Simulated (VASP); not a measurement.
Here is a VASP 6.6.1 calculation.

The input INCAR:

```
SYSTEM = TeAu2S3
PREC = Accurate
ENCUT = 500
EDIFF = 1E-6
ISMEAR = 0
SIGMA = 0.15
LREAL = .False.
LASPH = .True.
NELM = 120
ALGO = Normal
ISIF = 2
LWAVE = .False.
LCHARG = .False.
GGA = PE
NBANDS = 32
GGA_COMPAT = .False.
```

File KPOINTS:

```
regular mesh
0
Gamma
  2 2 3
  0 0 0
```

File POSCAR:

```
TeAu2S3
1.0
    5.1809489549     -0.0000000023      0.0000000000
   -2.5904744755      4.4868334118      0.0000000000
    0.0000000000      0.0000000000      6.6032281497
Te S Au
1 3 2
Direct
    0.0000000000      0.0000000000      0.0000000000
    0.4802936824      0.5197063176      0.5000000000
    0.4802936824      0.9605873648      0.5000000000
    0.0394126352      0.5197063176      0.5000000000
    0.6666666667      0.3333333333      0.7989756781
    0.6666666667      0.3333333333      0.2010243219
```

Potentials or basis: VASP PAW PBE potentials, release 64 (Te, S, Au).

Launch:

```bash
$ cat potpaw_PBE.64/Te/POTCAR potpaw_PBE.64/S/POTCAR potpaw_PBE.64/Au/POTCAR > POTCAR
$ mpirun -np 1 vasp_std > vasp.out
```

(1) Predict the largest force.

(2) What does it give for the pressure?

## Answers

(1) 0.042 eV/Å.

(2) 0.1 GPa.

Caveat: the k points lie up to 0.70 Å⁻¹ apart, too coarse for converged energies and pressures of a metal.
